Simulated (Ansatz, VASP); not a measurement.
Si8O in VASP and in Ansatz

INCAR

```
  PREC = Accurate
  ENCUT = 520
  EDIFF = 1E-6
  ISMEAR = 0
  SIGMA = 0.05
  LREAL = F
  LASPH = T
  NELM = 150
  ALGO = Normal
  ISIF = 2
  LWAVE = F
  LCHARG = F
  ISPIN = 2
  MAGMOM = 0 0 0 0 0 0 0 0 2
  LORBIT = 11
  LDIPOL = T
  IDIPOL = 3
  DIPOL = 0.5 0.5 0.311
  GGA = PE
  IVDW = 12
  NBANDS = 33
```

KPOINTS

```
Automatic mesh
0
Gamma
  7 4 1
```

File POSCAR:

```
Si8O
1.0
    3.8155170209      0.0000000000      0.0000000000
    0.0000000000      6.3129357835      0.0000000000
    0.0000000000      0.0000000000     21.3318711348
Si O
8 1
Direct
    0.0000000000      0.9369021389      0.1875128522
    0.0000000000      0.5630978611      0.1875128522
    0.5000000000      0.4369021389      0.2391466205
    0.5000000000      0.0630978611      0.2391466205
    0.5000000000      0.9332664455      0.3430438269
    0.5000000000      0.5667335545      0.3430438269
    0.0000000000      0.4266292811      0.3858954089
    0.0000000000      0.0733707189      0.3858954089
    0.5000000000      0.9266292811      0.4890274777
```

Input for Ansatz:

```yaml
crystal:
  lattice:
    - [3.8155170209, 0.0, 0.0]
    - [0.0, 6.3129357835, 0.0]
    - [0.0, 0.0, 21.3318711348]
  atoms:
    - { symbol: Si, position: [0.0, 0.9369021389, 0.1875128522] }
    - { symbol: Si, position: [0.0, 0.5630978611, 0.1875128522] }
    - { symbol: Si, position: [0.5, 0.4369021389, 0.2391466205] }
    - { symbol: Si, position: [0.5, 0.0630978611, 0.2391466205] }
    - { symbol: Si, position: [0.5, 0.9332664455, 0.3430438269] }
    - { symbol: Si, position: [0.5, 0.5667335545, 0.3430438269] }
    - { symbol: Si, position: [0.0, 0.4266292811, 0.3858954089] }
    - { symbol: Si, position: [0.0, 0.0733707189, 0.3858954089] }
    - { symbol: O, position: [0.5, 0.9266292811, 0.4890274777], spin: 2.0 }
basis:
  ecutwfc: 420
kpoints:
  mp_grid: { grid: [7, 4, 1] }
hamiltonian:
  xc: pbe
  pseudopotentials: { kind: paw, azcp: { folder: soft_1 } }
  dispersion: d3bj
scf:
  occupations: { method: gaussian, width: 0.05 }
output:
  forces: true
  eigenvalues: true
  populations: true
magnetization:
  spin_polarized: true
efield:
  axis: 3
  dipole_correction: true
  ramp_width: 0.04
```

Alike in both runs: task single point; functional PBE; dispersion D3(BJ); k mesh 7 × 4 × 1; occupations gaussian, width 0.05 eV; collinear spin.

|  | VASP | Ansatz |
| --- | --- | --- |
| version | VASP 6.6.1 | Ansatz 0.2.0 |
| potentials or method | VASP PAW PBE potentials, release 64 (Si, O), cutoff 520 eV | scalar-relativistic, plane waves, PAW |
| valence electrons in the cell | 38 | 38 |

Ansatz gave:

```
gap on the k mesh at the Fermi level (eV)                     : none
rms of the force components (eV/Å)                            : 0.430
net moment per atom (μB)                                      : 0.16
size of the moment on the site where the two differ most (μB) : 1.50
```

Question: Estimate VASP's values.

Answer: gap on the k mesh at the Fermi level (eV): none; rms of the force components (eV/Å): 0.447; net moment per atom (μB): 0.18; size of the moment on the site where the two differ most (μB): 1.17.

Site moments also hang on the region over which each program counts them. Atom by atom the forces differ by 0.053 eV/Å (rms over components). A gap of «none» marks a metal or a gap that the smearing closes. Ansatz's warnings: stability check not made.
